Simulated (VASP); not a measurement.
Wanted: the native input for a VASP 6.6.1 run.

* Task: relaxation of cell and atoms
* Functional: r2SCAN
* Potentials or basis: VASP PAW PBE potentials, release 64 (Na_pv, Cl)
* Cutoff: 600 eV
* k mesh: 8 × 8 × 8
* Occupations: gaussian, width 0.01 eV
* Spin: no spin polarisation
* Target pressure: 2 GPa
* Dipole correction: no
* Further INCAR settings: ALGO = Normal; EDIFF = 1e-07; IBRION = 2; EDIFFG = -0.002; NSW = 100; ISIF = 3

The system is NaCl.

```
CELL_PARAMETERS angstrom
0.00000 2.80398 2.80398
2.80398 0.00000 2.80398
2.80398 2.80398 0.00000
ATOMIC_POSITIONS crystal
Na 0.00000 0.00000 0.00000
Cl 0.50000 0.50000 0.50000
```

The input as run:

POSCAR

```
NaCl
1.0
    0.0000000000      2.8039808557      2.8039808557
    2.8039808557      0.0000000000      2.8039808557
    2.8039808557      2.8039808557      0.0000000000
Na Cl
1 1
Direct
    0.0000000000      0.0000000000      0.0000000000
    0.5000000000      0.5000000000      0.5000000000
```

INCAR.step1

```
ALGO     = Normal         # electronic algorithm
EDIFF    = 1E-4           # SCF threshold, eV
ENCUT    = 600            # plane-wave cutoff, eV
GGA      = PE             # functional
ISMEAR   = 0              # smearing method
LASPH    = True           # aspherical terms in the spheres
LCHARG   = False          # write CHGCAR
LREAL    = False          # projectors in reciprocal space
LWAVE    = True           # write WAVECAR
NELM     = 60             # most SCF steps
PREC     = Accurate       # precision mode
SIGMA    = 0.01           # smearing width, eV
```

INCAR.step2

```
ALGO     = Normal         # electronic algorithm
EDIFF    = 1E-7           # SCF threshold, eV
EDIFFG   = -0.002         # ionic threshold
ENCUT    = 600            # plane-wave cutoff, eV
IBRION   = 2              # ionic algorithm
ISIF     = 3              # what is computed and relaxed
ISMEAR   = 0              # smearing method
ISTART   = 1            
LASPH    = True           # aspherical terms in the spheres
LCHARG   = False          # write CHGCAR
LMIXTAU  = True         
LREAL    = False          # projectors in reciprocal space
LWAVE    = False          # write WAVECAR
METAGGA  = R2SCAN         # meta-GGA
NELM     = 60             # most SCF steps
NSW      = 100            # ionic steps
PREC     = Accurate       # precision mode
PSTRESS  = 20.0         
SIGMA    = 0.01           # smearing width, eV
```

KPOINTS

```
k-points
0
Gamma
  8 8 8
```

Potentials or basis: VASP PAW PBE potentials, release 64 (Na_pv, Cl).

Run with:

```bash
$ cat potpaw_PBE.64/Na_pv/POTCAR potpaw_PBE.64/Cl/POTCAR > POTCAR
$ cp INCAR.step1 INCAR
$ mpirun -np 1 vasp_std > vasp.out
$ cp INCAR.step2 INCAR
$ mpirun -np 1 vasp_std > vasp.out
```

It gave:

The relaxed volume is 20.50 Å³/atom and the relaxed cell is a = 3.871 Å, b = 3.871 Å, c = 3.871 Å, α = 60.00°, β = 60.00°, γ = 60.00°. The space group after relaxing (to 0.1 Å) is Fm-3m (No. 225) and the energy change on relaxing (the run minimises the enthalpy) is +7.7 meV/atom. The ionic steps are 18 and the pressure after relaxing is 2.0 GPa. The band gap on the k mesh is 6.32 eV.

Caveat: the cell is relaxed towards a set pressure, so the run minimises the enthalpy, not the energy; the PAW data sets were made with another functional, which shifts forces and pressure a little.

It took 3 min on 1 thread of Intel(R) Xeon(R) 6975P-C (Granite Rapids) (shared host), peak memory 0.18 GiB.
